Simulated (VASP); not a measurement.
# Y3Se2 (R-3m) in VASP: single point with PBE

Aim: the single point of Y3Se2 with PBE.

Program: VASP 6.6.1. These are calculated values, not measurements. Logs are shortened: lines on timing, memory, paths and dates and some standing lists are left out, and cuts for length are marked.

## Step 1: The cell of the first run

Symmetry: R-3m, No. 166, trigonal system. Conventional cell: a = 3.939 Å, b = 3.939 Å, c = 29.742 Å, α = 90.00°, β = 90.00°, γ = 120.00°. Y (site symmetry -3m) has 6 Se at 2.86 Å and 6 Y at 3.94 Å within 4.0 Å. Y (site symmetry 3m) has 3 Se at 2.91 Å and 9 Y at 3.60 to 3.94 Å within 4.0 Å. Within 4.2 Å of Se (site symmetry 3m) lie 6 Y at 2.86 to 2.91 Å and 9 Se at 3.94 to 4.16 Å.

## Step 2: Single point, PBE

Contents of INCAR:

```
ALGO = Normal
EDIFF = 1E-6
ENCUT = 520
GGA = PE
ISIF = 2
ISMEAR = 0
LASPH = T
LCHARG = F
LREAL = F
LWAVE = F
NBANDS = 30
NELM = 60
PREC = Accurate
SIGMA = 0.1
```

Contents of KPOINTS:

```
k-points
0
Gamma
  6 6 6
```

Contents of POSCAR:

```
Y3Se2
1.0
    1.9697002770      1.1372069852      9.9139367485
   -1.9697002770      1.1372069852      9.9139367485
    0.0000000000     -2.2744139703      9.9139367485
Y Se
3 2
Direct
    0.0000000000      0.0000000000      0.0000000000
    0.2135305524      0.2135305524      0.2135305524
    0.7864694476      0.7864694476      0.7864694476
    0.3918591766      0.3918591766      0.3918591766
    0.6081408234      0.6081408234      0.6081408234
```

Potentials or basis: VASP PAW PBE potentials, release 64 (Y_sv, Se).

Started as:

```console
> cat potpaw_PBE.64/Y_sv/POTCAR potpaw_PBE.64/Se/POTCAR > POTCAR
> mpirun -np 1 vasp_std > vasp.out
```

OUTCAR:

```text
EDIFF = 1E-6
   ENCUT = 520
   GGA = PE
   ISIF = 2
   ISMEAR = 0
   LASPH = T
   LREAL = F
   NELM = 60
   PREC = Accurate

 ion  position               nearest neighbor table
   1  0.000  0.000  0.000-   5 2.86   5 2.86   4 2.86   4 2.86   5 2.86   4 2.86   2 4.23   3 4.23
                             2 4.23   3 4.23   2 4.23   3 4.23
   2  0.214  0.214  0.214-   5 2.91   5 2.91   5 2.91   3 3.60   3 3.60   3 3.60   1 4.23   1 4.23
                             1 4.23
   3  0.786  0.786  0.786-   4 2.91   4 2.91   4 2.91   2 3.60   2 3.60   2 3.60   1 4.23   1 4.23
                             1 4.23
   4  0.392  0.392  0.392-   1 2.86   1 2.86   1 2.86   3 2.91   3 2.91   3 2.91
   5  0.608  0.608  0.608-   1 2.86   1 2.86   1 2.86   2 2.91   2 2.91   2 2.91

  LATTYP: Found a trigonal (rhomboedric) cell.
 ALAT       =    10.1714846882
 COS(alpha) =     0.9249999439

  Lattice vectors:

 A1 = (   1.9697002770,   1.1372069852,   9.9139367485)
 A2 = (  -1.9697002770,   1.1372069852,   9.9139367485)
 A3 = (   0.0000000000,  -2.2744139703,   9.9139367485)

Analysis of symmetry for initial positions (statically):
=====================================================================
 Subroutine PRICEL returns:
 Original cell was already a primitive cell.

 Routine SETGRP: Setting up the symmetry group for a
 trigonal (rhombohedral) supercell.

 Subroutine GETGRP returns: Found 12 space group operations
 (whereof 12 operations were pure point group operations)
 out of a pool of 12 trial point group operations.

The static configuration has the point symmetry D_3d.

Analysis of symmetry for dynamics (positions and initial velocities):
=====================================================================
 Subroutine PRICEL returns:
 Original cell was already a primitive cell.

 Routine SETGRP: Setting up the symmetry group for a
 trigonal (rhombohedral) supercell.

 Subroutine GETGRP returns: Found 12 space group operations
 (whereof 12 operations were pure point group operations)
 out of a pool of 12 trial point group operations.

The dynamic configuration has the point symmetry D_3d.

 Subroutine INISYM returns: Found 12 space group operations
 (whereof 12 operations are pure point group operations),
 and found     1 'primitive' translations

[... 99 lines left out ...]
   NELM   =     60;   NELMIN=  2; NELMDL= -5     # of ELM steps
   EDIFF  = 0.1E-05   stopping-criterion for ELM
   LREAL  =      F    real-space projection
   EDIFFG = 0.1E-04   stopping-criterion for IOM
   NSW    =      0    number of steps for IOM
   IBRION =     -1    ionic relax: 0-MD 1-quasi-New 2-CG
   NFREE  =      0    steps in history (QN), initial steepest desc. (CG)
   ISIF   =      2    stress and relaxation
   ISYM   =      2    0-nonsym 1-usesym 2-fastsym
   POTIM  = 0.5000    time-step for ionic-motion
   TEBEG  =    0.0;   TEEND  =   0.0 temperature during run
   PSTRESS=    0.0 pullay stress
   NELECT =      45.0000    total number of electrons
   NUPDOWN=      -1.0000    fix difference up-down
   EMIN   =  10.00;   EMAX   =-10.00  energy-range for DOS
   EFERMI =   0.00;   METHOD = LEGACY
   ISMEAR =     0;   SIGMA  =   0.10  broadening in eV -4-tet -1-fermi 0-gaus
   EFERMI_NEDOS =   21; number of points for ismear=-14 and -15
   IALGO  =     38    algorithm
   IMIX   =      4    mixing-type and parameters
     AMIX     =   0.40;   BMIX     =  1.00
     AMIX_MAG =   1.60;   BMIX_MAG =  1.00
  volume/ion in A,a.u.               =      26.65       179.83
  Fermi-wavevector in a.u.,A,eV,Ry     =   1.140075  2.154429 17.684449  1.299770
  Thomas-Fermi vector in A             =   2.276777
   LORBIT       =      0    0 simple, 1 ext, 2 COOP (PROOUT), +10 PAW based schemes
   GGA     = PE    functional components
   LHFCALC =     F    Hartree Fock is set to
   AEXX    =    0.0000 exact exchange contribution
   IVDW    =     0    specifies the selected vdW correction
   LEPSILON=     F    determine dielectric tensor
   LRPA    =     F    only Hartree local field effects (RPA)
 non-spin polarized calculation
 Gauss-broadening in eV      SIGMA  =   0.10
  energy-cutoff  :      520.00
  volume of cell :      133.24
 maximum number of plane-waves:      3625
 NGX is ok and might be reduce to    80
   NGX = 37   NGY = 37   NGZ = 37

 number of electron      45.0000000 magnetization

 Free energy of the ion-electron system (eV)
  ---------------------------------------------------
  ext. energy  EPLUGINS =         0.00000000
  ---------------------------------------------------
  free energy    TOTEN  =       -33.38838700 eV

  energy without entropy =      -33.35866969  energy(sigma->0) =      -33.37352834

 E-fermi :   4.5875     XC(G=0):  -9.8095

 val. band max:        4.5871127427   @ k =   0.3333   0.0000   0.0000
 cond. band min:       4.6623325797   @ k =   0.5000   0.3333   0.1667
 fundamental gap:      0.0752198370
 Fermi energy:         4.5875436156

 k-point     1 :       0.0000    0.0000    0.0000
  band No.  band energies     occupation
      1     -38.9961      2.00000
      2     -38.4264      2.00000
      3     -38.3976      2.00000
      4     -19.1206      2.00000
      5     -18.9410      2.00000
      6     -18.9410      2.00000
[... 781 lines left out ...]
     29       7.6630      0.00000
     30       7.7112      0.00000

 [... further k-points ...]

------------------------ aborting loop because EDIFF is reached ----------------------------------------

  FORCE on cell =-STRESS in cart. coord.  units (eV):
  Direction    XX          YY          ZZ          XY          YZ          ZX
  --------------------------------------------------------------------------------------
  -------------------------------------------------------------------------------------
  Total        0.0148329      0.0148329      0.0286260     -0.0000000      0.0000000      0.0000000
  in kB        0.1783608      0.1783608      0.3442187     -0.0000000      0.0000000      0.0000000
  external PRESSURE =       0.2336468 kB  Pullay stress =       0.0000000 kB

 VOLUME and BASIS-vectors are now :
 -----------------------------------------------------------------------------
  energy-cutoff  :      520.00
  volume of cell :      133.24
      direct lattice vectors                 reciprocal lattice vectors
     1.969700277  1.137206985  9.913936748     0.253845728  0.146557899  0.033622701
    -1.969700277  1.137206985  9.913936748    -0.253845728  0.146557899  0.033622701
     0.000000000 -2.274413970  9.913936748     0.000000000 -0.293115798  0.033622701

 POSITION                                       TOTAL-FORCE (eV/Angst)
 -----------------------------------------------------------------------------------
      0.00000      0.00000      0.00000         0.000000      0.000000     -0.000000
      0.00000      0.00000      6.35079         0.000000     -0.000000     -0.011806
      0.00000      0.00000     23.39103         0.000000      0.000000      0.011806
      0.00000      0.00000     11.65460         0.000000     -0.000000     -0.015212
      0.00000      0.00000     18.08721         0.000000      0.000000      0.015212
 -----------------------------------------------------------------------------------
    total drift:                               -0.000000     -0.000000     -0.000000

  FREE ENERGIE OF THE ION-ELECTRON SYSTEM (eV)
  ---------------------------------------------------
  free  energy   TOTEN  =       -33.3883870009 eV

  energy  without entropy=      -33.3586696880  energy(sigma->0) =      -33.37352834
```

stdout:

```text
POSCAR found type information on POSCAR Y Se
 POSCAR found :  2 types and       5 ions
 scaLAPACK will be used
 LDA part: xc-table for (Slater+PW92), standard interpolation
 POSCAR, INCAR and KPOINTS ok, starting setup
 FFT: planning ... GRIDC
 FFT: planning ... GRID_SOFT
 FFT: planning ... GRID
 WAVECAR not read
 entering main loop
```

Run time: 15 min. Hardware: 1 thread of Intel Xeon Platinum 8488C (Sapphire Rapids), shared host; peak memory 0.91 GiB.

Results:

* Free energy: -33.3884 eV
* Pressure: 0.0 GPa
* Largest force: 0.015 eV/Å
* Band gap on the k mesh: zero (an odd number of electrons rules out a gap without spin polarisation)

Forces on the atoms (eV/Å):
```
Y    0.000  0.000  0.000
Y    0.000  0.000 -0.012
Y    0.000  0.000  0.012
Se   0.000  0.000 -0.015
Se   0.000  0.000  0.015
```

Levels at points of the mesh, in eV from the Fermi level:
```tsv
k point	band 19	band 20	band 21	band 22	band 23	band 24	band 25	band 26	band 27	band 28
(0.00, 0.00, 0.00)	-2.90	-2.90	-2.17	0.19	0.38	0.79	0.79	1.13	1.13	1.51
(0.50, 0.00, 0.00)	-4.13	-3.55	-1.28	-0.46	-0.17	-0.02	1.66	2.07	2.55	3.07
(0.50, 0.50, 0.00)	-4.11	-3.58	-1.50	-0.31	-0.15	0.78	0.95	2.13	2.53	3.00
(0.50, 0.50, 0.50)	-2.94	-2.94	-1.20	-0.78	0.66	0.66	1.02	1.22	1.56	1.56
```

The gap in the log of VASP goes by the Fermi energy; the results here count the filled bands.